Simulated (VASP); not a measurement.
Here is a VASP 6.6.1 calculation.

The input INCAR:

```
PREC = Accurate
ENCUT = 520
EDIFF = 1E-6
ISMEAR = -1
SIGMA = 0.0511
LREAL = False
LASPH = True
NELM = 100
ALGO = Normal
ISIF = 2
LWAVE = False
LCHARG = False
GGA = CA
NBANDS = 34
```

The input KPOINTS:

```
regular mesh
0
Gamma
  13 13 13
```

The input POSCAR:

```
LuPb2
1.0
   -1.8483511200      1.8483511200      6.5433654400
    1.8483511200     -1.8483511200      6.5433654400
    1.8483511200      1.8483511200     -6.5433654400
Lu Pb
1 2
Direct
    0.0000000000      0.0000000000      0.0000000000
    0.3330000000      0.3330000000      0.0000000000
    0.6670000000      0.6670000000      0.0000000000
```

Potentials or basis: VASP PAW PBE potentials, release 64 (Lu, Pb_d).

Command:

```sh
$ cat potpaw_PBE.64/Lu/POTCAR potpaw_PBE.64/Pb_d/POTCAR > POTCAR
$ mpirun -np 1 vasp_std > vasp.out
```

(1) Estimate the pressure.

(2) Predict the largest force.

Results:

(1) -5.1 GPa.

(2) 0.379 eV/Å.

Caveat: the PAW data sets were made with another functional, which shifts forces and pressure a little.
